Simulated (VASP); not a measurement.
# ScSiS3 (P4mm) in VASP: further runs, part 2 of 2

VASP 6.6.1. The steps go on from the part before.

### Step 5. Relaxation of cell and atoms, PBE

INCAR reads:

```
SYSTEM = ScSiS3
PREC = Accurate
ENCUT = 600
EDIFF = 1E-6
ISMEAR = 0
SIGMA = 0.1
LREAL = .FALSE.
LASPH = .TRUE.
NELM = 60
ALGO = Normal
ISIF = 3
LWAVE = .FALSE.
LCHARG = .FALSE.
GGA = PE
IBRION = 2
NSW = 100
EDIFFG = -0.01
```

KPOINTS reads:

```
Automatic mesh
0
G
  10 10 8
  0 0 0
```

POSCAR reads:

```
ScSiS3
1.0
    4.3619476068      0.0000000000      0.0000000000
    0.0000000000      4.3619476068      0.0000000000
    0.0000000000      0.0000000000      5.5379594442
Sc Si S
1 1 3
Direct
    0.5000000000      0.5000000000      0.1558818675
    0.0000000000      0.0000000000      0.5433601681
    0.0000000000      0.5000000000      0.4051785840
    0.0000000000      0.0000000000      0.9289197863
    0.5000000000      0.0000000000      0.4051785840
```

Potentials or basis: VASP PAW PBE potentials, release 64 (Sc_sv, Si, S).

On the command line:

```
cat potpaw_PBE.64/Sc_sv/POTCAR potpaw_PBE.64/Si/POTCAR potpaw_PBE.64/S/POTCAR > POTCAR
mpirun -np 1 vasp_std > vasp.out
```

OUTCAR:

```text
SYSTEM = ScSiS3
   PREC = Accurate
   ENCUT = 600
   EDIFF = 1E-6
   ISMEAR = 0
   LREAL = .FALSE.
   LASPH = .TRUE.
   NELM = 60
   ISIF = 3
   GGA = PE
   IBRION = 2
   NSW = 100
   EDIFFG = -0.01

 ion  position               nearest neighbor table
   1  0.500  0.500  0.156-   3 2.58   5 2.58   5 2.58   3 2.58
   2  0.000  0.000  0.543-   4 2.14   3 2.31   5 2.31   3 2.31   5 2.31
   3  0.000  0.500  0.405-   2 2.31   2 2.31   1 2.58   1 2.58
   4  0.000  0.000  0.929-   2 2.14
   5  0.500  0.000  0.405-   2 2.31   2 2.31   1 2.58   1 2.58

  LATTYP: Found a simple tetragonal cell.
 ALAT       =     4.3619476068
 C/A-ratio  =     1.2696070525

  Lattice vectors:

 A1 = (   4.3619476068,   0.0000000000,   0.0000000000)
 A2 = (   0.0000000000,   4.3619476068,   0.0000000000)
 A3 = (   0.0000000000,   0.0000000000,   5.5379594442)

Analysis of symmetry for initial positions (statically):
=====================================================================
 Subroutine PRICEL returns:
 Original cell was already a primitive cell.

 Routine SETGRP: Setting up the symmetry group for a
 simple tetragonal supercell.

 Subroutine GETGRP returns: Found  8 space group operations
 (whereof  8 operations were pure point group operations)
 out of a pool of 16 trial point group operations.

The static configuration has the point symmetry C_4v.

Analysis of symmetry for dynamics (positions and initial velocities):
=====================================================================
 Subroutine PRICEL returns:
 Original cell was already a primitive cell.

 Routine SETGRP: Setting up the symmetry group for a
 simple tetragonal supercell.

 Subroutine GETGRP returns: Found  8 space group operations
 (whereof  8 operations were pure point group operations)
 out of a pool of 16 trial point group operations.

The dynamic configuration has the point symmetry C_4v.

 Subroutine INISYM returns: Found  8 space group operations
[... 131 lines left out ...]
   IVDW    =     0    specifies the selected vdW correction
   LEPSILON=     F    determine dielectric tensor
   LRPA    =     F    only Hartree local field effects (RPA)
 conjugate gradient relaxation of ions
 non-spin polarized calculation
 Gauss-broadening in eV      SIGMA  =   0.10
  energy-cutoff  :      600.00
  volume of cell :      105.37
 maximum number of plane-waves:      3551
 NGX is ok and might be reduce to    36
   NGX = 17   NGY = 17   NGZ = 23

--------------------------------------- Ionic step        1  -------------------------------------------

 number of electron      32.9999998 magnetization

 Free energy of the ion-electron system (eV)
  ---------------------------------------------------
  ext. energy  EPLUGINS =         0.00000000
  ---------------------------------------------------
  free energy    TOTEN  =       -28.35249893 eV

  energy without entropy =      -28.34782730  energy(sigma->0) =      -28.35016312

------------------------ aborting loop because EDIFF is reached ----------------------------------------

  FORCE on cell =-STRESS in cart. coord.  units (eV):
  Direction    XX          YY          ZZ          XY          YZ          ZX
  --------------------------------------------------------------------------------------
  -------------------------------------------------------------------------------------
  Total       -0.0644754     -0.0644754      0.4881790      0.0000000      0.0000000      0.0000000
  in kB       -0.9803792     -0.9803792      7.4229920      0.0000000      0.0000000      0.0000000
  external PRESSURE =       1.8207446 kB  Pullay stress =       0.0000000 kB
[... 299 lines left out ...]
--------------------------------------- Ionic step        9  -------------------------------------------

 number of electron      32.9999998 magnetization

 Free energy of the ion-electron system (eV)
  ---------------------------------------------------
  ext. energy  EPLUGINS =         0.00000000
  ---------------------------------------------------
  free energy    TOTEN  =       -28.35780101 eV

  energy without entropy =      -28.35325541  energy(sigma->0) =      -28.35552821

 E-fermi :   5.5967     XC(G=0):  -9.3386

 val. band max:        5.5919080631   @ k =   0.3000   0.3000   0.3750
 cond. band min:       5.5988355223   @ k =   0.3000   0.3000   0.0000
 fundamental gap:      0.0069274592
 Fermi energy:         5.5966536931

 k-point     1 :       0.0000    0.0000    0.0000
  band No.  band energies     occupation
      1     -45.4777      2.00000
      2     -24.1453      2.00000
      3     -24.0618      2.00000
      4     -24.0618      2.00000
      5     -10.3633      2.00000
      6      -7.6227      2.00000
[... 541 lines left out ...]
     19       6.3633      0.00000
     20       7.0477      0.00000

 [... further k-points ...]

------------------------ aborting loop because EDIFF is reached ----------------------------------------

  FORCE on cell =-STRESS in cart. coord.  units (eV):
  Direction    XX          YY          ZZ          XY          YZ          ZX
  --------------------------------------------------------------------------------------
  -------------------------------------------------------------------------------------
  Total        0.0041227      0.0041227      0.0143996      0.0000000      0.0000000      0.0000000
  in kB        0.0622482      0.0622482      0.2174187      0.0000000      0.0000000      0.0000000
  external PRESSURE =       0.1139717 kB  Pullay stress =       0.0000000 kB
[... 20 lines left out ...]
  FREE ENERGIE OF THE ION-ELECTRON SYSTEM (eV)
  ---------------------------------------------------
  free  energy   TOTEN  =       -28.3578010098 eV

  energy  without entropy=      -28.3532554070  energy(sigma->0) =      -28.35552821

 reached required accuracy - stopping structural energy minimisation
```

CONTCAR:

```text
ScSiS3
   1.00000000000000
     4.3490722452001123    0.0000000000000000    0.0000000000000000
     0.0000000000000000    4.3490722452001123    0.0000000000000000
     0.0000000000000000   -0.0000000000000000    5.6100929511559086
  Sc              Si              S
     1     1     3
Direct
     0.5000000000000000    0.5000000000000000    0.1569525840493114
     0.0000000000000000    0.0000000000000000    0.5458870654278962
     0.0000000000000000    0.5000000000000000    0.4049157313363039
     0.0000000000000000    0.0000000000000000    0.9258478777501815
     0.5000000000000000    0.0000000000000000    0.4049157313363039

  0.00000000E+00  0.00000000E+00  0.00000000E+00
  0.00000000E+00  0.00000000E+00  0.00000000E+00
  0.00000000E+00  0.00000000E+00  0.00000000E+00
  0.00000000E+00  0.00000000E+00  0.00000000E+00
  0.00000000E+00  0.00000000E+00  0.00000000E+00
```

It took 14 min on 1 thread of Intel Xeon Platinum 8488C (Sapphire Rapids), shared host; peak memory 0.46 GiB.

What came out:

- Free energy: -28.3578 eV
- Relaxed volume: 21.22 Å³/atom
- Relaxed cell: a = 4.349 Å, b = 4.349 Å, c = 5.610 Å, α = 90.00°, β = 90.00°, γ = 90.00°
- Space group after relaxing (to 0.1 Å): P4mm (No. 99)
- Energy gained by relaxing: 1.1 meV/atom
- Ionic steps: 9
- Pressure after relaxing: 0.0 GPa
- Largest force after relaxing: 0.009 eV/Å
- Band gap on the k mesh: zero (an odd number of electrons rules out a gap without spin polarisation)

Forces on the atoms (eV/Å):
```
Sc   0.000  0.000 -0.004
Si   0.000  0.000 -0.005
S    0.000  0.000  0.009
S    0.000  0.000 -0.008
S    0.000  0.000  0.009
```

Step by step:
```csv
step,energy change (eV),largest force (eV/Å),pressure (GPa),volume (Å³)
1,0.0000,0.1429,0.18,105.37
2,-0.0031,0.0632,-0.03,105.73
3,-0.0042,0.1000,-0.24,106.12
4,-0.0050,0.0199,0.16,105.73
5,-0.0051,0.0378,0.07,105.82
6,-0.0052,0.0247,0.02,105.95
7,-0.0052,0.0389,-0.02,106.03
8,-0.0053,0.0168,0.00,106.09
9,-0.0053,0.0087,0.01,106.11
```

Final structure:
```
Sc Si S
1.0
     4.34907    0.00000    0.00000
     0.00000    4.34907    0.00000
     0.00000    0.00000    5.61009
Sc Si S
1 1 3
Direct
  0.50000 0.50000 0.15695
  0.00000 0.00000 0.54589
  0.00000 0.50000 0.40492
  0.00000 0.00000 0.92585
  0.50000 0.00000 0.40492
```

Levels at points of the mesh, in eV from the Fermi level:
| k point | band 13 | band 14 | band 15 | band 16 | band 17 | band 18 | band 19 | band 20 |
| --- | --- | --- | --- | --- | --- | --- | --- | --- |
| (0.00, 0.00, 0.00) | -3.08 | -2.91 | -2.82 | -2.16 | -2.16 | 0.40 | 0.87 | 1.25 |
| (0.50, 0.00, 0.00) | -4.26 | -3.67 | -2.86 | -2.46 | 0.47 | 0.56 | 0.57 | 1.50 |
| (0.50, 0.50, 0.00) | -3.72 | -3.72 | -1.92 | -1.81 | 0.55 | 0.95 | 1.25 | 1.25 |
| (0.00, 0.00, 0.50) | -3.03 | -3.03 | -2.62 | -2.62 | -1.77 | 0.44 | 0.54 | 1.99 |
| (0.50, 0.00, 0.50) | -4.19 | -4.12 | -3.06 | -2.18 | 0.52 | 0.59 | 1.31 | 1.42 |
| (0.50, 0.50, 0.50) | -2.36 | -2.36 | -1.91 | -1.80 | -0.53 | 0.76 | 1.11 | 1.29 |

### Step 6. Overview

| task | spin | cell | k mesh | cutoff (eV) | gap on the mesh (eV) | pressure (GPa) | largest force (eV/Å) |
| --- | --- | --- | --- | --- | --- | --- | --- |
| single point | off | a = 4.362, b = 4.362, c = 5.538 Å, 5 atoms, atomic positions A | 4 × 4 × 4 | 520 | none | 0.1 | 0.04 |
| single point | collinear | a = 4.362, b = 4.362, c = 5.538 Å, 5 atoms, atomic positions A | 4 × 4 × 4 | 520 | none | 0.1 | 0.04 |
| single point | off | a = 4.349, b = 4.349, c = 5.615 Å, 5 atoms, atomic positions B | 10 × 10 × 8 | 520 | none | 0.0 | 0.04 |
| relaxation of cell and atoms | off | relaxed from a = 4.362, b = 4.362, c = 5.538 Å, 5 atoms, atomic positions A | 10 × 10 × 8 | 600 | none | 0.0 | 0.01 |

Alike in all rows: level PBE; potentials or basis VASP PAW PBE potentials, release 64 (Sc_sv, Si, S); smearing gaussian 0.1 eV.

Caveats: some runs use coarse meshes.

Total energies depend on the potentials used, so only differences within one code and one set of settings carry meaning.

The gap in the log of VASP goes by the Fermi energy; the results here count the filled bands.